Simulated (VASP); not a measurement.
Here is a VASP 6.6.1 calculation.

File INCAR:

```
SYSTEM = Al3Fe
ALGO = Normal
EDIFF = 1E-6
ENCUT = 520
GGA = PS
ISIF = 2
ISMEAR = 0
ISPIN = 2
LASPH = .TRUE.
LCHARG = .FALSE.
LMAXMIX = 4
LORBIT = 11
LREAL = .FALSE.
LWAVE = .FALSE.
MAGMOM = 0 0 0 2.06
NBANDS = 20
NELM = 150
PREC = Accurate
SIGMA = 0.1
```

Contents of KPOINTS:

```
k-points
0
G
  14 14 6
  0 0 0
```

POSCAR

```
Al3Fe
1.0
    2.8714264432      0.0000000000      0.0000000000
    0.0000000000      2.8714264432      0.0000000000
    0.0000000000      0.0000000000      7.7649521562
Al Fe
3 1
Direct
    0.0000000000      0.0000000000      0.5000000000
    0.5000000000      0.5000000000      0.2261155100
    0.5000000000      0.5000000000      0.7738844900
    0.0000000000      0.0000000000      0.0000000000
```

Potentials or basis: VASP PAW PBE potentials, release 64 (Al, Fe).

Run with:

```bash
$ cat potpaw_PBE.64/Al/POTCAR potpaw_PBE.64/Fe/POTCAR > POTCAR
$ mpirun -np 1 vasp_std > vasp.out
```

(1) Predict the net moment.

(2) Predict the pressure.

(3) Estimate the largest force.

Results:

(1) 1.87 μB per cell.

(2) -11.7 GPa.

(3) 0.593 eV/Å.

Caveat: the cell differs from its parent crystal (Cu replaced by Fe, lengths x 1.000, strained); the PAW data sets were made with another functional, which shifts forces and pressure a little.
